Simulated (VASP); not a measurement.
Here is a VASP 6.6.1 calculation.

INCAR

```
SYSTEM = Ag
PREC     = Accurate       ! precision mode
ENCUT    = 520            ! plane-wave cutoff, eV
EDIFF    = 1E-6           ! SCF threshold, eV
ISMEAR   = -1             ! smearing method
SIGMA    = 0.05           ! smearing width, eV
LREAL    = .False.        ! projectors in reciprocal space
LASPH    = .True.         ! aspherical terms in the spheres
NELM     = 100            ! most SCF steps
ALGO     = Normal         ! electronic algorithm
ISIF     = 2              ! what is computed and relaxed
LWAVE    = .False.        ! write WAVECAR
LCHARG   = .True.         ! write CHGCAR
LDIPOL   = .True.       
IDIPOL   = 3            
DIPOL    = 0.5 0.5 0.500
GGA      = PS             ! functional
LELF     = .True.         ! ELF
LVHAR    = .True.       
LVACPOTAV= .True.       
NBANDS   = 30             ! bands
```

Contents of KPOINTS:

```
Automatic mesh
0
Gamma
  14 10 1
  0 0 0
```

File POSCAR:

```
Ag
1.0
    2.8669514106      0.0000000000      0.0000000000
    0.0000000000      4.0544815675      0.0000000000
    0.0000000000      0.0000000000     20.3004000000
Ag
4
Direct
    0.2500000000      0.2500000000      0.3990727536
    0.7500000000      0.7500000000      0.4616328467
    0.2500000000      0.2500000000      0.5383671511
    0.7500000000      0.7500000000      0.6009272481
```

Potentials or basis: VASP PAW PBE potentials, release 64 (Ag).

Run with:

```bash
$ cat potpaw_PBE.64/Ag/POTCAR > POTCAR
$ mpirun -np 1 vasp_std > vasp.out
```

(1) Estimate the band gap on the k mesh.

(2) What does it give for the largest force?

Results:

(1) zero (bands 22 and 23 overlap by 2.87 eV).

(2) 0.010 eV/Å.

Caveat: the PAW data sets were made with another functional, which shifts forces and pressure a little.
